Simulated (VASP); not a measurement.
A run of VASP 6.6.1:

INCAR

```
SYSTEM = GaN
  PREC = Accurate
  ENCUT = 520
  EDIFF = 1E-6
  ISMEAR = 0
  SIGMA = 0.05
  LREAL = .FALSE.
  LASPH = .TRUE.
  NELM = 60
  ALGO = Normal
  ISIF = 2
  LWAVE = .FALSE.
  LCHARG = .FALSE.
  GGA = PE
  NBANDS = 46
```

File KPOINTS:

```
regular mesh
0
G
  6 6 6
  0 0 0
```

Contents of POSCAR:

```
GaN
1.0
    4.5484769745      0.0000000000      0.0000000000
    0.0000000000     -4.5484769745      0.0000000000
    0.0000000000      0.0000000000     -4.5484769745
Ga N
4 4
Direct
    0.0000000000      0.0000000000      0.0000000000
    0.5000000000      0.5000000000      0.0000000000
    0.5000000000      0.0000000000      0.5000000000
    0.0000000000      0.5000000000      0.5000000000
    0.7406723927      0.7406723927      0.7500000000
    0.2500000000      0.2500000000      0.7500000000
    0.2500000000      0.7500000000      0.2500000000
    0.7500000000      0.2500000000      0.2500000000
```

Potentials or basis: VASP PAW PBE potentials, release 64 (Ga_d, N).

Launch:

```console
$ cat potpaw_PBE.64/Ga_d/POTCAR potpaw_PBE.64/N/POTCAR > POTCAR
$ mpirun -np 1 vasp_std > vasp.out
```

Hardware: 1 thread of Intel(R) Xeon(R) 6975P-C (Granite Rapids), on a shared host.

**Question.** Estimate the wall time of this run.

**Answer.** It took 120 s on 1 thread of Intel(R) Xeon(R) 6975P-C (Granite Rapids), on a shared host, peak memory 0.34 GiB. Counts: scf iterations 16, k points 68.
